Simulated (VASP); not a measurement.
A run of VASP 6.6.1 is set up as follows.

The input INCAR:

```
ALGO     = Normal         # electronic algorithm
EDIFF    = 1E-7           # SCF threshold, eV
ENCUT    = 520            # plane-wave cutoff, eV
GGA      = PE             # functional
ISIF     = 2              # what is computed and relaxed
ISMEAR   = 0              # smearing method
LASPH    = True           # aspherical terms in the spheres
LCHARG   = False          # write CHGCAR
LREAL    = False          # projectors in reciprocal space
LWAVE    = False          # write WAVECAR
NBANDS   = 15             # bands
NELM     = 80             # most SCF steps
PREC     = Accurate       # precision mode
SIGMA    = 0.05           # smearing width, eV
```

Contents of KPOINTS:

```
k-points
0
Gamma
  6 6 6
```

Contents of POSCAR:

```
RbBr
1.0
    4.2911203920      0.0000000000      0.0000000000
    0.0000000000      4.2911203920      0.0000000000
    0.0000000000      0.0000000000      3.7959911160
Rb Br
1 1
Direct
    0.0000000000      0.0000000000      0.0000000000
    0.5000000000      0.5000000000      0.5000000000
```

Potentials or basis: VASP PAW PBE potentials, release 64 (Rb_sv, Br).

The run is started by

```sh
$ cat potpaw_PBE.64/Rb_sv/POTCAR potpaw_PBE.64/Br/POTCAR > POTCAR
$ mpirun -np 1 vasp_std > vasp.out
```

Task: Estimate the band gap on the k mesh.

Result: 3.53 eV, indirect (least direct gap 3.64 eV).

Task: Predict the pressure.

Result: 1.0 GPa.

Stress tensor (GPa, compression positive):
```
-0.34  0.00  0.00
 0.00 -0.34  0.00
 0.00  0.00  3.58
```

Caveat: the cell differs from its parent crystal (strain +0.040 along x and y, -0.080 along z). A k mesh can miss the band edges.
